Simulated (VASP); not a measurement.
Here is a VASP 6.6.1 calculation.

Contents of INCAR:

```
PREC     = Accurate       # precision mode
ENCUT    = 520            # plane-wave cutoff, eV
EDIFF    = 1E-7           # SCF threshold, eV
ISMEAR   = 0              # smearing method
SIGMA    = 0.02           # smearing width, eV
LREAL    = False          # projectors in reciprocal space
LASPH    = True           # aspherical terms in the spheres
NELM     = 60             # most SCF steps
ALGO     = Normal         # electronic algorithm
ISIF     = 2              # what is computed and relaxed
LWAVE    = False          # write WAVECAR
LCHARG   = False          # write CHGCAR
GGA      = PS             # functional
NBANDS   = 35             # bands
```

File KPOINTS:

```
Automatic mesh
0
Gamma
  12 12 2
```

Contents of POSCAR:

```
WSe2
1.0
    3.3692287476      0.0000000000      0.0000000000
   -1.6846143738      2.9178376866      0.0000000000
    0.0000000000      0.0000000000     13.6203812905
W Se
2 4
Direct
    0.6666666667      0.3333333333      0.7500000000
    0.3333333333      0.6666666667      0.2500000000
    0.3333333333      0.6666666667      0.8703399673
    0.6666666667      0.3333333333      0.3703399673
    0.3333333333      0.6666666667      0.6296600327
    0.6666666667      0.3333333333      0.1296600327
```

Potentials or basis: VASP PAW PBE potentials, release 64 (W_sv, Se).

Command:

```sh
$ cat potpaw_PBE.64/W_sv/POTCAR potpaw_PBE.64/Se/POTCAR > POTCAR
$ mpirun -np 1 vasp_std > vasp.out
```

Problem. Estimate the pressure.

Solution. -3.9 GPa.

Problem. Estimate the band gap on the k mesh.

Solution. 0.96 eV (least direct gap 1.27 eV).

Problem. Predict the largest force.

Solution. 0.054 eV/Å.

Forces on the atoms (eV/Å):
```
W    0.000  0.000  0.000
W    0.000  0.000  0.000
Se   0.000  0.000  0.054
Se   0.000  0.000  0.054
Se   0.000  0.000 -0.054
Se   0.000  0.000 -0.054
```

Caveat: the cell differs from its parent crystal (equal strain along all axes, cell held: +3.0 %, then relaxed in part); the cell stands under tension; the PAW data sets were made with another functional, which shifts forces and pressure a little; spin-orbit coupling is left out, which moves the levels of the heavy elements; this functional lacks dispersion, which binds the layers, so the pressure and a relaxed spacing across them are unreliable. A k mesh can miss the band edges.
